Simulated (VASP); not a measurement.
A run of VASP 6.6.1 is set up as follows.

File INCAR:

```
ALGO = Normal
EDIFF = 1E-6
ENCUT = 520
GGA = PS
ISIF = 2
ISMEAR = -1
LASPH = T
LCHARG = F
LREAL = F
LWAVE = F
NBANDS = 26
NELM = 60
PREC = Accurate
SIGMA = 0.05
```

Contents of KPOINTS:

```
k-points
0
Gamma
  6 6 6
```

POSCAR

```
AlCu3
1.0
    3.5882172305      0.0000000000      0.0000000000
    0.0000000000      3.5882172305      0.0000000000
    0.0000000000      0.0000000000      3.5882172305
Al Cu
1 3
Direct
    0.0000000000      0.0000000000      0.0000000000
    0.5000000000      0.5000000000      0.0000000000
    0.5000000000      0.0000000000      0.5000000000
    0.0000000000      0.5000000000      0.5000000000
```

Potentials or basis: VASP PAW PBE potentials, release 64 (Al, Cu).

Run with:

```sh
$ cat potpaw_PBE.64/Al/POTCAR potpaw_PBE.64/Cu/POTCAR > POTCAR
$ mpirun -np 1 vasp_std > vasp.out
```

(1) Predict the band gap on the k mesh.

(2) What does it give for the pressure?

## Answers

(1) zero (band 18 reaches 13.02 eV, above the bottom of band 19 at 7.32 eV).

(2) 6.5 GPa.

Caveat: the PAW data sets were made with another functional, which shifts forces and pressure a little.
